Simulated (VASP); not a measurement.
Runs of VASP 6.6.1 on TiPd3. The structure is that of space group Pm-3m (No. 221), or close to it. The cells are those of the table. 

| task | cell | gap on the mesh (eV) | pressure (GPa) |
| --- | --- | --- | --- |
| single point | a = 3.895 Å, 4 atoms | none | -9.4 |
| electric field gradients | a = 3.820 Å, angles 88.8°, 4 atoms | none | 3.1 |
| single point | a = 3.845 Å, 4 atoms | none | -1.8 |
| electric field gradients | a = 3.782, b = 3.782, c = 3.820 Å, 4 atoms | none | 7.8 |
| single point | a = 3.768 Å, 4 atoms | none | 13.6 |
| electric field gradients | a = 3.768 Å, 4 atoms | none | 13.6 |
| single point | a = 3.820, b = 3.820, c = 3.782 Å, 4 atoms | none | (a) |
| electric field gradients | a = 3.895 Å, 4 atoms | none | -9.4 |

Alike in all rows: level LDA; potentials or basis VASP PAW LDA potentials, release 64 (Ti_sv, Pd); no spin polarisation; k mesh 11 × 11 × 11; cutoff (eV) 520; smearing fermi-dirac 0.05 eV.

Estimate the missing entries.

(a) 5.2.

A k mesh can miss the band edges, and the runs leave out spin-orbit coupling on Pd.

A gap of «none» marks levels without a gap at the run's occupations.
